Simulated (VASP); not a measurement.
InGa3As4:

```
In Ga As
1.0
     5.61082    0.00000    0.00000
     0.00000    5.61082    0.00000
     0.00000    0.00000    5.61082
In Ga As
1 3 4
Cartesian
  0.0000 0.0000 0.0000
  2.8054 0.0000 2.8054
  2.8054 2.8054 0.0000
  0.0000 2.8054 2.8054
  1.4027 4.2081 4.2081
  1.4027 1.4027 1.4027
  4.2081 4.2081 1.4027
  4.2081 1.4027 4.2081
```

- Program: VASP 6.6.1
- Task: relaxation of cell and atoms
- Functional: PBE
- Potentials or basis: VASP PAW PBE potentials, release 64 (In_d, Ga_d, As)
- Cutoff: 600 eV
- k mesh: 4 × 4 × 4
- Occupations: gaussian, width 0.1 eV
- Spin: no spin polarisation

At the start: pressure 11.0 GPa; volume 22.08 Å³/atom.

Task: Where does the relaxation end?

Result: Over 5 steps the energy falls by 128.5 meV/atom and the volume is 25.14 Å³/atom (+13.9 %); space group P-43m (No. 215, to 0.1 Å) before and after.

Step by step:
| step | energy change (eV) | largest force (eV/Å) | pressure (GPa) | volume (Å³) |
| --- | --- | --- | --- | --- |
| 1 | 0.0000 | 1.7568 | 11.03 | 176.64 |
| 2 | -0.8205 | 0.0057 | -3.72 | 218.40 |
| 3 | -1.0004 | 0.3808 | -0.45 | 203.87 |
| 4 | -1.0229 | 0.1743 | -0.09 | 202.29 |
| 5 | -1.0277 | 0.0238 | 0.19 | 201.15 |

Final structure:
```
In Ga As
1.0
     5.85923    0.00000    0.00000
     0.00000    5.85923    0.00000
     0.00000    0.00000    5.85923
In Ga As
1 3 4
Direct
  0.00000 0.00000 0.00000
  0.50000 0.00000 0.50000
  0.50000 0.50000 0.00000
  0.00000 0.50000 0.50000
  0.25906 0.74094 0.74094
  0.25906 0.25906 0.25906
  0.74094 0.74094 0.25906
  0.74094 0.25906 0.74094
```
